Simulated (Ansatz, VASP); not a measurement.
**One calculation of BiO5, two programs**

```
Bi O
1.0
     2.97000    1.71473    2.42333
    -2.97000    1.71473    2.42333
     0.00000   -3.42946    2.42333
Bi O
1 5
Direct
  0.00000 0.00000 0.00000
  0.41700 0.41700 0.41700
  0.58300 0.58300 0.58300
  0.00000 0.50000 0.00000
  0.00000 0.00000 0.50000
  0.50000 0.00000 0.00000
```

Alike in both runs: task relaxation of cell and atoms; functional PBE; k mesh 4 × 4 × 4; occupations gaussian, width 0.2 eV; no spin polarisation.

|  | VASP | Ansatz |
| --- | --- | --- |
| version | VASP 6.6.1 | Ansatz 0.2.0 |
| potentials or method | VASP PAW PBE potentials, release 64 (Bi_d, O), cutoff 600 eV | scalar-relativistic, plane waves, PAW |
| valence electrons in the cell | 45 | 45 |

|  | VASP | Ansatz | Ansatz less VASP |
| --- | --- | --- | --- |
| gap on the k mesh at the Fermi level, each at its own relaxed structure (eV) | none | none | - |
| relaxed volume (Å³/atom) | 13.05 | 12.96 | -0.085 |
| relaxed cell length with the largest relative difference (Å) | 4.278 | 4.269 | -0.0091 |

A gap of «none» marks a metal or a gap that the smearing closes.

The k mesh is coarse, so the values compare programs but aren't converged. Neither program's run includes spin-orbit coupling. Noted on VASP's run: the standard files for N, O and F lose accuracy on very short bonds.
